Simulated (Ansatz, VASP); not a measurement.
**Two plane-wave programs on InSb**

File INCAR:

```
PREC = Accurate
ENCUT = 500
EDIFF = 1E-6
ISMEAR = 0
SIGMA = 0.15
LREAL = F
LASPH = T
NELM = 120
ALGO = Normal
ISIF = 2
LWAVE = F
LCHARG = F
GGA = PS
NBANDS = 16
GGA_COMPAT = F
```

Contents of KPOINTS:

```
Automatic mesh
0
Gamma
  14 14 8
```

POSCAR

```
InSb
1.0
    3.0969124692      0.0000000000      0.0000000000
    0.0000000000      3.0361886953      0.0000000000
    0.0000000000      0.0000000000      6.3402101410
In Sb
1 1
Direct
    0.0000000000      0.0000000000      0.0000000000
    0.0000000000      0.0000000000      0.5000000000
```

Input for Ansatz:

```yaml
crystal:
  lattice:
    - [3.0969124692, 0.0, 0.0]
    - [0.0, 3.0361886953, 0.0]
    - [0.0, 0.0, 6.340210141]
  atoms:
    - { symbol: In, position: [0.0, 0.0, 0.0] }
    - { symbol: Sb, position: [0.0, 0.0, 0.5] }
basis:
  ecutwfc: 420
kpoints:
  mp_grid: { grid: [14, 14, 8] }
hamiltonian:
  xc: pbesol
  pseudopotentials: { kind: paw, azcp: { folder: soft_1 } }
scf:
  occupations: { method: gaussian, width: 0.15 }
output:
  forces: true
  stress: true
  eigenvalues: true
```

Change from the starting cell: normal strain along x +0.0200, normal strain along z +0.0400.

Alike in both runs: task single point; functional PBEsol; k mesh 14 × 14 × 8; occupations gaussian, width 0.15 eV; no spin polarisation.

```csv
,VASP,Ansatz
version,VASP 6.6.1,Ansatz 0.2.0
potentials or method,"VASP PAW PBE potentials, release 64 (In_d, Sb), cutoff 500 eV","scalar-relativistic, plane waves, PAW"
valence electrons in the cell,18,28
```

```tsv
	VASP	Ansatz	Ansatz less VASP
gap on the k mesh at the Fermi level (eV)	none	none	-
pressure (GPa)	-2.4	-2.5	-0.02
traceless stress, the component that is largest in VASP (GPa)	-1.37	-1.35	+0.018
```

VASP's potentials were made for PBE, not for PBEsol, and Ansatz warns of the same on its side. A gap of «none» marks a metal or a gap that the smearing closes. VASP's potentials hold 18 valence electrons a cell and Ansatz's 28, so a difference there can come from the potentials and not from the codes.

Neither program's run includes spin-orbit coupling.
